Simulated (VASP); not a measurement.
Runs of VASP 6.6.1 on SnSe. The structure is that of space group I4/mmm (No. 139), or close to it. The cells are those of the table. 

| cell | gap on the mesh (eV) | pressure (GPa) | largest force (eV/Å) |
| --- | --- | --- | --- |
| a = 4.081, b = 4.081, c = 5.398 Å, 4 atoms | 0.29 | (a) | 0.01 |
| a = 4.152, b = 4.152, c = 5.684 Å, 4 atoms | (c) | 5.7 | - |
| a = 4.152, b = 4.152, c = 5.398 Å, 4 atoms | 0.19 | 11.2 | 0.01 |
| a = 4.222, b = 4.222, c = 5.398 Å, 4 atoms | 0.09 | 8.8 | 0.01 |
| a = 4.011, b = 4.011, c = 5.398 Å, 4 atoms | 0.23 | (b) | 0.01 |

Alike in all rows: task single point; level PBE+D3(BJ); potentials or basis VASP PAW PBE potentials, release 64 (Sn_d, Se); no spin polarisation; k mesh 8 × 8 × 6; cutoff (eV) 520; smearing gaussian 0.03 eV.

Fill in the values left out.

(a) 14.2; (b) 17.8; (c) 0.38.

Caveats: spin-orbit coupling is left out, which moves the levels of the heavy elements.

A k mesh can miss the band edges, and the runs leave out spin-orbit coupling on Se, Sn.
